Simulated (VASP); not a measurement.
# Al4N5 in VASP: notebook

Al4N5 is run at these levels: PBE; tasks: single point.

Program: VASP 6.6.1. These are calculated values, not measurements. Logs are shortened: lines on timing, memory, paths and dates and some standing lists are left out, and cuts for length are marked.

## Step 1: The cell of the first run

The cell holds a slab with vacuum, 9 atoms: a = 3.130 Å, b = 5.017 Å, c = 19.062 Å, α = 90.00°, β = 90.00°, γ = 90.00°.

## Step 2: Single point, PBE, collinear spin

Contents of INCAR:

```
PREC = Accurate
ENCUT = 520
EDIFF = 1E-6
ISMEAR = 0
SIGMA = 0.05
LREAL = F
LASPH = T
NELM = 200
ALGO = Normal
ISIF = 2
LWAVE = F
LCHARG = F
ISPIN = 2
MAGMOM = 0 0 0 0 0 0 0 0 3
LORBIT = 11
LDIPOL = T
IDIPOL = 3
DIPOL = 0.5 0.5 0.327
GGA = PE
NBANDS = 32
GGA_COMPAT = F
NELMDL = -8
```

Contents of KPOINTS:

```
regular mesh
0
Gamma
  9 6 1
```

Contents of POSCAR:

```
Al4N5
1.0
    3.1297683445      0.0000000000      0.0000000000
    0.0000000000      5.0173032419      0.0000000000
    0.0000000000      0.0000000000     19.0620320396
Al N
4 5
Direct
    0.0000000000      0.9982714950      0.2098412169
    0.5000000000      0.4982714950      0.2572383830
    0.5000000000      0.9915197257      0.3577010219
    0.0000000000      0.4624332462      0.3868097530
    0.0000000000      0.6167285050      0.2098412169
    0.5000000000      0.1167285050      0.2572383830
    0.5000000000      0.6143669392      0.3564124135
    0.0000000000      0.1112303975      0.3967065014
    0.5000000000      0.2778970642      0.5075912149
```

Potentials or basis: VASP PAW PBE potentials, release 64 (Al, N).

Command:

```console
> cat potpaw_PBE.64/Al/POTCAR potpaw_PBE.64/N/POTCAR > POTCAR
> mpirun -np 1 vasp_std > vasp.out
```

OUTCAR:

```text
PREC = Accurate
   ENCUT = 520
   EDIFF = 1E-6
   ISMEAR = 0
   LREAL = F
   LASPH = T
   NELM = 200
   ISIF = 2
   ISPIN = 2
   LORBIT = 11
   GGA = PE
   NELMDL = -8

 ion  position               nearest neighbor table
   1  0.000  0.998  0.210-   6 1.90   6 1.90   5 1.91   2 3.09   2 3.09   2 3.09   2 3.09   3 3.22
                             3 3.22
   2  0.500  0.498  0.257-   5 1.90   5 1.90   6 1.91   7 1.98   4 2.93   4 2.93   1 3.09   1 3.09
                             1 3.09   1 3.09   3 3.13   3 3.18
   3  0.500  0.992  0.358-   8 1.83   8 1.83   7 1.89   6 2.02   4 2.89   4 2.89   2 3.13   4 3.13
                             4 3.13   2 3.18   1 3.22   1 3.22
   4  0.000  0.462  0.387-   8 1.77   7 1.83   7 1.83   3 2.89   3 2.89   2 2.93   2 2.93   3 3.13
                             3 3.13
   5  0.000  0.617  0.210-   2 1.90   2 1.90   1 1.91
   6  0.500  0.117  0.257-   1 1.90   1 1.90   2 1.91   3 2.02
   7  0.500  0.614  0.356-   4 1.83   4 1.83   3 1.89   2 1.98
   8  0.000  0.111  0.397-   4 1.77   3 1.83   3 1.83
   9  0.500  0.278  0.508-

  LATTYP: Found a simple orthorhombic cell.
 ALAT       =     3.1297683445
 B/A-ratio  =     1.6030909287
 C/A-ratio  =     6.0905568532

  Lattice vectors:

 A1 = (   3.1297683445,   0.0000000000,   0.0000000000)
 A2 = (   0.0000000000,   5.0173032419,   0.0000000000)
 A3 = (   0.0000000000,   0.0000000000,  19.0620320396)

Analysis of symmetry for initial positions (statically):
=====================================================================
 Subroutine PRICEL returns:
 Original cell was already a primitive cell.

 Routine SETGRP: Setting up the symmetry group for a
 simple orthorhombic supercell.

 Subroutine GETGRP returns: Found  2 space group operations
 (whereof  2 operations were pure point group operations)
 out of a pool of  8 trial point group operations.

The static configuration has the point symmetry C_1h.

Analysis of symmetry for dynamics (positions and initial velocities):
=====================================================================
 Subroutine PRICEL returns:
 Original cell was already a primitive cell.

 Routine SETGRP: Setting up the symmetry group for a
 simple orthorhombic supercell.

 Subroutine GETGRP returns: Found  2 space group operations
 (whereof  2 operations were pure point group operations)
 out of a pool of  8 trial point group operations.

The dynamic configuration has the point symmetry C_1h.

Analysis of structural, dynamic, and magnetic symmetry:
=====================================================================
 Subroutine PRICEL returns:
 Original cell was already a primitive cell.

 Routine SETGRP: Setting up the symmetry group for a
 simple orthorhombic supercell.

 Subroutine GETGRP returns: Found  2 space group operations
 (whereof  2 operations were pure point group operations)
 out of a pool of  8 trial point group operations.

The overall configuration has the point symmetry C_1h.

 Subroutine INISYM returns: Found  2 space group operations
 (whereof  2 operations are pure point group operations),
 and found     1 'primitive' translations

----------------------------------------------------------------------------------------

                                     Primitive cell

  volume of cell :     299.3310

  direct lattice vectors                    reciprocal lattice vectors
     3.129768344  0.000000000  0.000000000     0.319512465  0.000000000  0.000000000
     0.000000000  5.017303242  0.000000000     0.000000000  0.199310257  0.000000000
     0.000000000  0.000000000 19.062032040     0.000000000  0.000000000  0.052460304

  length of vectors
     3.129768344  5.017303242 19.062032040     0.319512465  0.199310257  0.052460304

  position of ions in fractional coordinates (direct lattice)
     0.000000000  0.998271495  0.209841217
     0.500000000  0.498271495  0.257238383
     0.500000000  0.991519726  0.357701022
     0.000000000  0.462433246  0.386809753
     0.000000000  0.616728505  0.209841217
     0.500000000  0.116728505  0.257238383
     0.500000000  0.614366939  0.356412414
     0.000000000  0.111230398  0.396706501
     0.500000000  0.277897064  0.507591215

  ion indices of the primitive-cell ions
[... 72 lines left out ...]
   LNONCOLLINEAR =      F non collinear calculations
   LSORBIT =      F    spin-orbit coupling
   LASPH  =      T    aspherical Exc in radial PAW
   ENCUT  =  520.0 eV  38.22 Ry    6.18 a.u.   5.82  9.33 35.44*2*pi/ulx,y,z
   NELM   =    200;   NELMIN=  2; NELMDL= -8     # of ELM steps
   EDIFF  = 0.1E-05   stopping-criterion for ELM
   LREAL  =      F    real-space projection
   EDIFFG = 0.1E-04   stopping-criterion for IOM
   NSW    =      0    number of steps for IOM
   IBRION =     -1    ionic relax: 0-MD 1-quasi-New 2-CG
   NFREE  =      0    steps in history (QN), initial steepest desc. (CG)
   ISIF   =      2    stress and relaxation
   ISYM   =      2    0-nonsym 1-usesym 2-fastsym
   POTIM  = 0.5000    time-step for ionic-motion
   TEBEG  =    0.0;   TEEND  =   0.0 temperature during run
   PSTRESS=    0.0 pullay stress
   NELECT =      37.0000    total number of electrons
   NUPDOWN=      -1.0000    fix difference up-down
   EMIN   =  10.00;   EMAX   =-10.00  energy-range for DOS
   EFERMI =   0.00;   METHOD = LEGACY
   ISMEAR =     0;   SIGMA  =   0.05  broadening in eV -4-tet -1-fermi 0-gaus
   EFERMI_NEDOS =   21; number of points for ismear=-14 and -15
   IALGO  =     38    algorithm
   IMIX   =      4    mixing-type and parameters
     AMIX     =   0.40;   BMIX     =  1.00
     AMIX_MAG =   1.60;   BMIX_MAG =  1.00
  volume/ion in A,a.u.               =      33.26       224.44
  Fermi-wavevector in a.u.,A,eV,Ry     =   0.815502  1.541075  9.048458  0.665043
  Thomas-Fermi vector in A             =   1.925601
   LORBIT       =     11    0 simple, 1 ext, 2 COOP (PROOUT), +10 PAW based schemes
   GGA     = PE    functional components
   LHFCALC =     F    Hartree Fock is set to
   AEXX    =    0.0000 exact exchange contribution
   IVDW    =     0    specifies the selected vdW correction
   LEPSILON=     F    determine dielectric tensor
   LRPA    =     F    only Hartree local field effects (RPA)
 spin polarized calculation
 Gauss-broadening in eV      SIGMA  =   0.05
  energy-cutoff  :      520.00
  volume of cell :      299.33
 maximum number of plane-waves:      8106
 NGX is ok and might be reduce to    24
   NGX = 11   NGY = 19   NGZ = 71

 number of electron      36.9999997 magnetization       2.9999998

 dipolmoment           0.000000      0.000000      0.128013 electrons x Angstroem

 Free energy of the ion-electron system (eV)
  ---------------------------------------------------
  ext. energy  EPLUGINS =         0.00000000
  ---------------------------------------------------
  free energy    TOTEN  =       -58.25719352 eV

  energy without entropy =      -58.25719352  energy(sigma->0) =      -58.25719352

 E-fermi :  -1.6322     XC(G=0):  -4.3799

 val. band max:       -1.9132382287   @ k =   0.1111   0.0000   0.0000
 cond. band min:      -0.7955251176   @ k =   0.0000   0.0000   0.0000
 fundamental gap:      1.1177131111
 Fermi energy:        -1.6322343376

 spin component 1

 k-point     1 :       0.0000    0.0000    0.0000
  band No.  band energies     occupation
      1     -17.2173      1.00000
      2     -16.0775      1.00000
      3     -15.6149      1.00000
      4     -14.8022      1.00000
      5     -14.1080      1.00000
      6      -7.8776      1.00000
[... 649 lines left out ...]
     29       6.9606      0.00000
     30       7.2791      0.00000
 Fermi energy:        -1.6322343376

 spin component 2

 k-point     1 :       0.0000    0.0000    0.0000
  band No.  band energies     occupation
      1     -17.1544      1.00000
      2     -16.0258      1.00000
      3     -14.8362      1.00000
      4     -14.0942      1.00000
      5     -11.4031      1.00000
      6      -7.8415      1.00000
[... 649 lines left out ...]
     29       7.0027      0.00000
     30       7.3886      0.00000
 [bands above 30 left out]

------------------------ aborting loop because EDIFF is reached ----------------------------------------

 vacuum level on the upper side and lower side of the slab       (xc-potential included)         0.691        -0.724

  FORCE on cell =-STRESS in cart. coord.  units (eV):
  Direction    XX          YY          ZZ          XY          YZ          ZX
  --------------------------------------------------------------------------------------
  -------------------------------------------------------------------------------------
  Total        2.2462692     -1.5652221     -2.9225408      0.0000000      1.3669118      0.0000000
  in kB       12.0232157     -8.3778933    -15.6429780      0.0000000      7.3164318      0.0000000
  external PRESSURE =      -3.9992185 kB  Pullay stress =       0.0000000 kB

 VOLUME and BASIS-vectors are now :
 -----------------------------------------------------------------------------
  energy-cutoff  :      520.00
  volume of cell :      299.33
      direct lattice vectors                 reciprocal lattice vectors
     3.129768344  0.000000000  0.000000000     0.319512465  0.000000000  0.000000000
     0.000000000  5.017303242  0.000000000     0.000000000  0.199310257  0.000000000
     0.000000000  0.000000000 19.062032040     0.000000000  0.000000000  0.052460304

 POSITION                                       TOTAL-FORCE (eV/Angst)
 -----------------------------------------------------------------------------------
      0.00000      5.00863      4.00000         0.000000     -1.642856      2.268004
      1.56488      2.49998      4.90349         0.000000      0.843067     -1.902668
      1.56488      4.97476      6.81851         0.000000     -0.199311     -0.014621
      0.00000      2.32017      7.37338         0.000000      0.207744      0.652850
      0.00000      3.09431      4.00000         0.000000      0.713128      0.759380
      1.56488      0.58566      4.90349         0.000000      0.133113     -1.058388
      1.56488      3.08247      6.79394         0.000000     -0.017816     -0.191912
      0.00000      0.55808      7.56203         0.000000     -0.286906     -0.518456
      1.56488      1.39429      9.67572         0.000000      0.249837      0.005811
 -----------------------------------------------------------------------------------
    total drift:                                0.000000     -0.000541      0.000131

  FREE ENERGIE OF THE ION-ELECTRON SYSTEM (eV)
  ---------------------------------------------------
  free  energy   TOTEN  =       -58.2571935205 eV

  energy  without entropy=      -58.2571935205  energy(sigma->0) =      -58.25719352

 vacuum level on the upper side and lower side of the slab         4.461         2.988

 total charge

# of ion       s       p       d       tot
------------------------------------------
    1        0.388   0.366   0.000   0.754
    2        0.366   0.420   0.000   0.786
    3        0.371   0.438   0.000   0.809
    4        0.397   0.440   0.000   0.837
    5        1.234   2.483   0.000   3.717
    6        1.235   2.566   0.000   3.801
    7        1.230   2.635   0.000   3.865
    8        1.244   2.575   0.000   3.819
    9        1.361   1.935   0.000   3.296
--------------------------------------------------
tot          7.827  13.857   0.000  21.684

 magnetization (x)

# of ion       s       p       d       tot
------------------------------------------
    1        0.001   0.001   0.000   0.003
    2       -0.000   0.001   0.000   0.000
    3        0.003   0.007   0.000   0.010
    4       -0.003  -0.004   0.000  -0.007
    5        0.000   0.006   0.000   0.006
    6        0.001   0.005   0.000   0.006
    7        0.001   0.018   0.000   0.019
    8        0.015   0.122   0.000   0.137
    9        0.040   1.785   0.000   1.825
--------------------------------------------------
tot          0.059   1.941   0.000   2.000
```

It took 12 min on 1 thread of Intel Xeon Platinum 8259CL at 2.50GHz (Skylake/Cascade Lake), shared host; peak memory 0.63 GiB.

Results:

- Free energy: -58.2572 eV
- Largest force: 2.801 eV/Å
- Band gap on the k mesh: 1.12 eV (least direct gap 1.18 eV)
- Net moment: 3.00 μB per cell
- Site moments: Al +0.00, +0.01, -0.01 (each value once); N +0.01, +0.02, +0.14, +1.82 (each value once) μB
- Valence electrons inside the program's atomic spheres: Al 0.75, 0.79, 0.81, 0.84; N 3.72, 3.80, 3.87, 3.82, 3.30

Forces in eV/Å, atoms in the order of the input:
```
Al   0.000 -1.643  2.268
Al   0.000  0.843 -1.903
Al   0.000 -0.199 -0.015
Al   0.000  0.208  0.653
N    0.000  0.713  0.759
N    0.000  0.133 -1.058
N    0.000 -0.018 -0.192
N    0.000 -0.287 -0.518
N    0.000  0.250  0.006
```

Levels at points of the mesh, in eV from the valence-band top:
Spin up:
```csv
k point,band 18,band 19,band 20,band 21,band 22,band 23
"(0.00, 0.00, 0.00)",-0.50,-0.08,-0.07,1.53,3.64,4.83
"(0.00, 0.50, 0.00)",-0.51,-0.30,-0.19,1.86,4.31,5.34
```
Spin down:
```
           k point  band 14  band 15  band 16  band 17  band 18  band 19  band 20  band 21
(0.00, 0.00, 0.00)    -0.91    -0.75    -0.13    -0.06     1.12     1.69     2.37     3.15
(0.00, 0.50, 0.00)    -1.04    -0.76    -0.50    -0.29     1.20     1.79     2.39     3.15
```

(Part 1 of 2 ends here.)
